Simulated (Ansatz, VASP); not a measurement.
Two plane-wave programs on Mo

Contents of INCAR:

```
SYSTEM = Mo
PREC = Accurate ; ENCUT = 520
EDIFF = 1E-8 ; ISMEAR = -1
SIGMA = 0.03 ; LREAL = .FALSE.
LASPH = .TRUE. ; NELM = 60
ALGO = Normal ; ISIF = 2
LWAVE = .FALSE. ; LCHARG = .FALSE.
GGA = PE ; LEFG = .TRUE.
NBANDS = 13
```

File KPOINTS:

```
regular mesh
0
G
  12 12 12
  0 0 0
```

Contents of POSCAR:

```
Mo
1.0
    2.6559672451      0.0000000000      0.0000000000
    0.0000000000      2.6559672451      0.0000000000
    0.0000000000      0.0000000000      2.6559672451
Mo
1
Direct
    0.0000000000      0.0000000000      0.0000000000
```

Input for Ansatz:

```yaml
crystal:
  lattice:
    - [2.6559672451, 0.0, 0.0]
    - [0.0, 2.6559672451, 0.0]
    - [0.0, 0.0, 2.6559672451]
  atoms:
    - { symbol: Mo, position: [0.0, 0.0, 0.0] }
kpoints:
  mp_grid: { grid: [12, 12, 12] }
scf:
  occupations: { method: fermi_dirac, width: 0.03 }
hamiltonian:
  xc: pbe
  pseudopotentials: { kind: paw }
output:
  forces: true
  stress: true
  eigenvalues: true
  efg: { contact_densities: true }
```

Change from the starting cell: volume scaled by 1.06, PAW files.

Alike in both runs: task electric field gradients; functional PBE; k mesh 12 × 12 × 12; occupations fermi-dirac, width 0.03 eV; no spin polarisation.

```csv
,VASP,Ansatz
version,VASP 6.6.1,Ansatz 0.2.0
potentials or method,"VASP PAW PBE potentials, release 64 (Mo_sv)","PAW with Ansatz's default frozen-core files, scalar-relativistic"
plane-wave cutoff (eV),520,420
valence electrons in the cell,14,14
```

Ansatz gave:

| Item | Value |
| --- | --- |
| pressure (GPa) | -10.0 |

**Question.** Estimate VASP's values.

**Answer.** Pressure (GPa): -9.6.
